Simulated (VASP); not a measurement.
# Zr4HC4 in VASP: single point with PBEsol

Aim: the single point of Zr4HC4 with PBEsol.

All numbers are computed with VASP 6.6.1; they aren't measurements. Logs are shortened: lines on timing, memory, paths and dates and some standing lists are left out, and cuts for length are marked.

## (1) The cell of the first run

The cell holds a slab with vacuum, 9 atoms: a = 3.302 Å, b = 3.302 Å, c = 26.004 Å, α = 90.00°, β = 90.00°, γ = 90.00°.

## (2) Single point, PBEsol

Contents of INCAR:

```
PREC     = Accurate       # precision mode
ENCUT    = 520            # plane-wave cutoff, eV
EDIFF    = 1E-7           # SCF threshold, eV
ISMEAR   = 0              # smearing method
SIGMA    = 0.1            # smearing width, eV
LREAL    = F              # projectors in reciprocal space
LASPH    = T              # aspherical terms in the spheres
NELM     = 60             # most SCF steps
ALGO     = Normal         # electronic algorithm
ISIF     = 2              # what is computed and relaxed
LWAVE    = F              # write WAVECAR
LCHARG   = T              # write CHGCAR
LDIPOL   = T            
IDIPOL   = 3            
DIPOL    = 0.5 0.5 0.481
GGA      = PS             # functional
LELF     = T              # ELF
LVHAR    = T            
LVACPOTAV= T            
NBANDS   = 42             # bands
```

Contents of KPOINTS:

```
regular mesh
0
Gamma
  9 9 1
```

Contents of POSCAR:

```
Zr4HC4
1.0
    3.3015289951      0.0000000000      0.0000000000
    0.0000000000      3.3015289951      0.0000000000
    0.0000000000      0.0000000000     26.0036006222
Zr C H
4 4 1
Direct
    0.0000000000      0.0000000000      0.3268778091
    0.5000000000      0.5000000000      0.4166551279
    0.0011812467     -0.0011812467      0.5043968401
    0.5066079983      0.4933920017      0.5898461700
    0.5000000000      0.5000000000      0.3268778091
    0.0000000000      0.0000000000      0.4166551279
    0.5023447679      0.4976552321      0.5074088840
    0.0118147708     -0.0118147708      0.5976103124
    0.9274682760      0.0725317240      0.6388358623
```

Potentials or basis: VASP PAW PBE potentials, release 64 (Zr_sv, C, H).

The run is started by

```sh
$ cat potpaw_PBE.64/Zr_sv/POTCAR potpaw_PBE.64/C/POTCAR potpaw_PBE.64/H/POTCAR > POTCAR
$ mpirun -np 1 vasp_std > vasp.out
```

OUTCAR:

```text
PREC = Accurate
   ENCUT = 520
   EDIFF = 1E-7
   ISMEAR = 0
   LREAL = F
   LASPH = T
   NELM = 60
   ISIF = 2
   GGA = PS

 ion  position               nearest neighbor table
   1  0.000  0.000  0.327-   5 2.33   5 2.33   5 2.33   5 2.33   6 2.33   2 3.30   2 3.30   2 3.30
                             2 3.30
   2  0.500  0.500  0.417-   6 2.33   6 2.33   6 2.33   6 2.33   5 2.33   7 2.36   3 3.26   3 3.26
                             3 3.26   3 3.27   1 3.30   1 3.30   1 3.30   1 3.30
   3  0.001  0.999  0.504-   6 2.28   7 2.33   7 2.34   7 2.34   7 2.34   8 2.42   4 3.20   4 3.22
                             4 3.22   4 3.24   2 3.26   2 3.26   2 3.26   2 3.27
   4  0.507  0.493  0.590-   7 2.14   8 2.32   9 2.34   8 2.34   8 2.34   8 2.37   3 3.20   3 3.22
                             3 3.22   3 3.24
   5  0.500  0.500  0.327-   1 2.33   1 2.33   1 2.33   1 2.33   2 2.33
   6  0.000  0.000  0.417-   3 2.28   2 2.33   2 2.33   2 2.33   2 2.33   1 2.33
   7  0.502  0.498  0.507-   4 2.14   3 2.33   3 2.34   3 2.34   3 2.34   2 2.36
   8  0.012  0.988  0.598-   9 1.14   4 2.32   4 2.34   4 2.34   4 2.37   3 2.42
   9  0.927  0.073  0.639-   8 1.14   4 2.34

  LATTYP: Found a simple tetragonal cell.
 ALAT       =     3.3015289951
 C/A-ratio  =     7.8762296684

  Lattice vectors:

 A1 = (   3.3015289951,   0.0000000000,   0.0000000000)
 A2 = (   0.0000000000,   3.3015289951,   0.0000000000)
 A3 = (   0.0000000000,   0.0000000000,  26.0036006222)

Analysis of symmetry for initial positions (statically):
=====================================================================
 Subroutine PRICEL returns:
 Original cell was already a primitive cell.

 Routine SETGRP: Setting up the symmetry group for a
 simple tetragonal supercell.

 Subroutine GETGRP returns: Found  2 space group operations
 (whereof  2 operations were pure point group operations)
 out of a pool of 16 trial point group operations.

The static configuration has the point symmetry C_1h.

Analysis of symmetry for dynamics (positions and initial velocities):
=====================================================================
 Subroutine PRICEL returns:
 Original cell was already a primitive cell.

 Routine SETGRP: Setting up the symmetry group for a
 simple tetragonal supercell.

 Subroutine GETGRP returns: Found  2 space group operations
 (whereof  2 operations were pure point group operations)
 out of a pool of 16 trial point group operations.

The dynamic configuration has the point symmetry C_1h.

[... 118 lines left out ...]
   ISYM   =      2    0-nonsym 1-usesym 2-fastsym
   POTIM  = 0.5000    time-step for ionic-motion
   TEBEG  =    0.0;   TEEND  =   0.0 temperature during run
   PSTRESS=    0.0 pullay stress
   NELECT =      65.0000    total number of electrons
   NUPDOWN=      -1.0000    fix difference up-down
   EMIN   =  10.00;   EMAX   =-10.00  energy-range for DOS
   EFERMI =   0.00;   METHOD = LEGACY
   ISMEAR =     0;   SIGMA  =   0.10  broadening in eV -4-tet -1-fermi 0-gaus
   EFERMI_NEDOS =   21; number of points for ismear=-14 and -15
   IALGO  =     38    algorithm
   IMIX   =      4    mixing-type and parameters
     AMIX     =   0.40;   BMIX     =  1.00
     AMIX_MAG =   1.60;   BMIX_MAG =  1.00
  volume/ion in A,a.u.               =      31.49       212.53
  Fermi-wavevector in a.u.,A,eV,Ry     =   1.002055  1.893609 13.661792  1.004113
  Thomas-Fermi vector in A             =   2.134517
   LORBIT       =      0    0 simple, 1 ext, 2 COOP (PROOUT), +10 PAW based schemes
   GGA     = PS    functional components
   LHFCALC =     F    Hartree Fock is set to
   AEXX    =    0.0000 exact exchange contribution
   IVDW    =     0    specifies the selected vdW correction
   LEPSILON=     F    determine dielectric tensor
   LRPA    =     F    only Hartree local field effects (RPA)
 non-spin polarized calculation
 Gauss-broadening in eV      SIGMA  =   0.10
  energy-cutoff  :      520.00
  volume of cell :      283.44
 maximum number of plane-waves:      7710
 NGX is ok and might be reduce to    28
   NGX = 13   NGY = 13   NGZ = 97

 dipolmoment           0.000000      0.000000      1.024923 electrons x Angstroem

 number of electron      64.9999999 magnetization

 dipolmoment           0.000000      0.000000     -0.103123 electrons x Angstroem

 Free energy of the ion-electron system (eV)
  ---------------------------------------------------
  ext. energy  EPLUGINS =         0.00000000
  ---------------------------------------------------
  free energy    TOTEN  =       -83.34511278 eV

  energy without entropy =      -83.32906313  energy(sigma->0) =      -83.33708796

 E-fermi :   1.8864     XC(G=0):  -5.1988

 val. band max:        1.8619282854   @ k =   0.4444   0.4444   0.0000
 cond. band min:       1.8910769736   @ k =  -0.3333   0.4444   0.0000
 fundamental gap:      0.0291486881
 Fermi energy:         1.8864011697

 k-point     1 :       0.0000    0.0000    0.0000
  band No.  band energies     occupation
      1     -46.8553      2.00000
      2     -46.4291      2.00000
      3     -46.2216      2.00000
      4     -46.0783      2.00000
      5     -25.3015      2.00000
      6     -24.7810      2.00000
[... 1069 lines left out ...]
     41       6.7809      0.00000
     42       6.9086      0.00000

 [... further k-points ...]
[... 5 lines left out ...]
  --------------------------------------------------------------------------------------
  -------------------------------------------------------------------------------------
  Total       -0.7738525     -0.7738525     -1.6482495      0.0696438      0.0052706     -0.0052704
  in kB       -4.3742644     -4.3742644     -9.3168653      0.3936674      0.0297923     -0.0297913
  external PRESSURE =      -6.0217980 kB  Pullay stress =       0.0000000 kB

 VOLUME and BASIS-vectors are now :
 -----------------------------------------------------------------------------
  energy-cutoff  :      520.00
  volume of cell :      283.44
      direct lattice vectors                 reciprocal lattice vectors
     3.301528995  0.000000000  0.000000000     0.302889964  0.000000000  0.000000000
     0.000000000  3.301528995  0.000000000     0.000000000  0.302889964  0.000000000
     0.000000000  0.000000000 26.003600622     0.000000000  0.000000000  0.038456213

 POSITION                                       TOTAL-FORCE (eV/Angst)
 -----------------------------------------------------------------------------------
      0.00000      0.00000      8.50000        -0.017400      0.017400      1.387850
      1.65076      1.65076     10.83453         0.015025     -0.015025     -0.277091
      0.00390      3.29763     13.11613        -0.013587      0.013587     -0.006544
      1.67258      1.62895     15.33812        -0.004318      0.004318      0.033413
      1.65076      1.65076      8.50000         0.012541     -0.012541     -0.601672
      0.00000      0.00000     10.83453        -0.000168      0.000168     -0.547039
      1.65851      1.64302     13.19446         0.005512     -0.005512     -0.013673
      0.03901      3.26252     15.54002        -0.005857      0.005857     -0.005724
      3.06206      0.23947     16.61203         0.008253     -0.008253      0.030481
 -----------------------------------------------------------------------------------
    total drift:                                0.000009     -0.000009      0.000204

  FREE ENERGIE OF THE ION-ELECTRON SYSTEM (eV)
  ---------------------------------------------------
  free  energy   TOTEN  =       -83.3451127847 eV

  energy  without entropy=      -83.3290631320  energy(sigma->0) =      -83.33708796

 vacuum level on the upper side and lower side of the slab         3.935         5.647
```

OSZICAR:

```text
N       E                     dE             d eps       ncg     rms          rms(c)
DAV:   1     0.657578109208E+03    0.65758E+03   -0.32386E+04  2340   0.136E+03
DAV:   2    -0.299219046246E+02   -0.68750E+03   -0.66531E+03  2556   0.404E+02
DAV:   3    -0.930942942649E+02   -0.63172E+02   -0.62105E+02  3120   0.101E+02
[... 25 lines left out ...]
DAV:  29    -0.833451072893E+02   -0.10530E-04   -0.77525E-07  2016   0.152E-03    0.767E-04
DAV:  30    -0.833451110690E+02   -0.37797E-05   -0.22869E-07  1878   0.948E-04    0.596E-04
DAV:  31    -0.833451122171E+02   -0.11481E-05   -0.77390E-08  1828   0.122E-03    0.283E-04
DAV:  32    -0.833451126865E+02   -0.46938E-06   -0.50677E-08  1772   0.924E-04    0.157E-04
DAV:  33    -0.833451127847E+02   -0.98272E-07   -0.10295E-08  1598   0.428E-04
   1 F= -.83345113E+02 E0= -.83337088E+02  d E =-.160497E-01
```

stdout:

```text
POSCAR found type information on POSCAR ZrC H
 POSCAR found :  3 types and       9 ions
 scaLAPACK will be used
 -----------------------------------------------------------------------------
[... 23 lines left out ...]
|     Did not find any points to average over, which means that no vacuum     |
|     field-free region was found. Please increase the size of  your cell     |
|     in the dimension of the dipole correction to obtain accurate            |
|     workfunction values.                                                    |
|                                                                             |
 -----------------------------------------------------------------------------
```

Run time: 20 min. Hardware: 1 thread of Intel Xeon Platinum 8259CL at 2.50GHz (Skylake/Cascade Lake), shared host; peak memory 0.53 GiB.

Results:

| Quantity | Value |
| --- | --- |
| Free energy | -83.3451 eV |
| Largest force | 1.388 eV/Å |

Forces in eV/Å, atoms in the order of the input:
```
Zr  -0.017  0.017  1.388
Zr   0.015 -0.015 -0.277
Zr  -0.014  0.014 -0.007
Zr  -0.004  0.004  0.033
C    0.013 -0.013 -0.602
C    0.000  0.000 -0.547
C    0.006 -0.006 -0.014
C   -0.006  0.006 -0.006
H    0.008 -0.008  0.030
```

Levels at points of the mesh, in eV from the Fermi level:
```csv
k point,band 28,band 29,band 30,band 31,band 32,band 33,band 34,band 35,band 36,band 37
"(0.00, 0.00, 0.00)",-0.84,-0.80,-0.63,-0.43,-0.22,-0.18,0.39,0.40,0.52,0.74
```

Caveat: the PAW data sets were made with another functional, which shifts forces and pressure a little.
